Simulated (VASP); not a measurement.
# SbTeS: single point with PBE

SbTeS:

```
Sb Te S
1.0
     3.79856    0.00000    0.00000
     0.00000    3.79856    0.00000
     0.00000    0.00000    6.20213
Sb Te S
1 1 1
Cartesian
  1.8993 1.8993 3.1011
  1.8993 1.8993 0.0000
  0.0000 0.0000 0.0000
```

The cell was built from a structure type or drawn by symmetry, and may not be a known phase.

| Property | Result |
| --- | --- |
| Program | VASP 6.6.1 |
| Task | single point |
| Functional | PBE |
| Potentials or basis | VASP PAW PBE potentials, release 64 (Sb, Te, S) |
| Cutoff | 520 eV |
| k mesh | 12 × 12 × 8 |
| Occupations | gaussian, width 0.1 eV |
| Spin | no spin polarisation |
| Dipole correction | no |
| Further INCAR settings | ALGO = Normal; EDIFF = 1e-07; NBANDS = 16 |

- Pressure: -0.1 GPa
- Band gap on the k mesh: zero (an odd number of electrons rules out a gap without spin polarisation)

Levels at points of the mesh, in eV from the Fermi level:
```csv
k point,band 5,band 6,band 7,band 8,band 9,band 10,band 11,band 12,band 13,band 14
"(0.00, 0.00, 0.00)",-4.68,-4.68,-0.64,1.74,1.74,3.00,3.78,3.78,3.82,5.78
"(0.50, 0.00, 0.00)",-2.68,-2.56,-2.53,-1.38,-1.15,-0.79,2.66,4.16,5.91,7.73
"(0.50, 0.50, 0.00)",-7.06,-3.69,-1.97,-1.30,-1.30,3.43,3.43,4.16,4.81,5.21
"(0.00, 0.00, 0.50)",-4.65,-3.58,-0.85,0.45,1.60,1.60,3.11,3.53,3.53,6.37
"(0.50, 0.00, 0.50)",-2.67,-1.54,-1.43,-1.29,-1.19,-0.91,0.36,2.30,5.29,6.86
"(0.50, 0.50, 0.50)",-7.02,-2.06,-1.67,-1.67,-0.69,0.62,4.82,4.82,5.10,5.66
```

Run time: 67 s on 1 thread of Intel(R) Xeon(R) 6975P-C (Granite Rapids), with other jobs on the host, peak memory 0.34 GiB.

Caveat: spin-orbit coupling is left out, which moves the levels of the heavy elements.
